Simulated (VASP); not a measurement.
Crystal: Mg.

```
Mg
1.0
     3.20930    0.00000    0.00000
    -1.60465    2.77934    0.00000
     0.00000    0.00000    5.21030
Mg
2
Direct
  0.33333 0.66667 0.25000
  0.66667 0.33333 0.75000
```

```yaml
Program: VASP 6.6.1
Task: relaxation of cell and atoms
Functional: PBEsol
Potentials_or_basis: VASP PAW PBE potentials, release 64 (Mg)
Cutoff: 600 eV
k_mesh: 8 × 8 × 5
Occupations: fermi-dirac, width 0.05 eV
Spin: no spin polarisation
```

At the start: pressure -1.1 GPa; volume 23.24 Å³/atom.

Question: How do energy, volume and symmetry change on relaxing?

Answer: Over 3 steps the energy falls by 2.7 meV/atom and the volume is 22.51 Å³/atom (-3.1 %); space group P6_3/mmc (No. 194, to 0.1 Å) before and after.

The path:
```
step  energy change (eV)  largest force (eV/Å)  pressure (GPa)  volume (Å³)
   1              0.0000                0.0000           -1.13        46.47
   2             -0.0051                0.0000           -0.30        45.38
   3             -0.0054                0.0000           -0.01        45.02
```

Final structure:
```xyz
2
Lattice="3.1725 0.0000 0.0000 -1.5862 2.7474 0.0000 0.0000 0.0000 5.1656" Properties=species:S:1:pos:R:3 pbc="T T T"
Mg    0.0000    1.8316    1.2914
Mg    1.5862    0.9158    3.8742
```

Caveat: the PAW data sets were made with another functional, which shifts forces and pressure a little.
